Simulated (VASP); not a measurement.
Here is a VASP 6.6.1 calculation.

The input INCAR:

```
  PREC = Accurate
  ENCUT = 520
  EDIFF = 1E-7
  ISMEAR = 0
  SIGMA = 0.15
  LREAL = F
  LASPH = T
  NELM = 60
  ALGO = Fast
  ISIF = 2
  LWAVE = F
  LCHARG = T
  GGA = PE
  LELF = T
  LVHAR = T
  NBANDS = 13
```

File KPOINTS:

```
Automatic mesh
0
Gamma
  22 22 22
```

Contents of POSCAR:

```
Mo
1.0
   -1.6338400000      1.6338400000      1.4453200000
    1.6338400000     -1.6338400000      1.4453200000
    1.6338400000      1.6338400000     -1.4453200000
Mo
1
Direct
    0.0000000000      0.0000000000      0.0000000000
```

Potentials or basis: VASP PAW PBE potentials, release 64 (Mo_sv).

Run with:

```console
$ cat potpaw_PBE.64/Mo_sv/POTCAR > POTCAR
$ mpirun -np 1 vasp_std > vasp.out
```

Estimate the band gap on the k mesh.

zero (bands 7 and 8 overlap by 5.38 eV).

Estimate the pressure.

8.7 GPa.

Stress tensor (GPa, compression positive):
```
-2.75  0.00  0.00
 0.00 -2.75  0.00
 0.00  0.00 31.64
```

Caveat: the cell differs from its parent crystal (strain +0.040 along x and y, -0.080 along z); the cell stands under pressure.
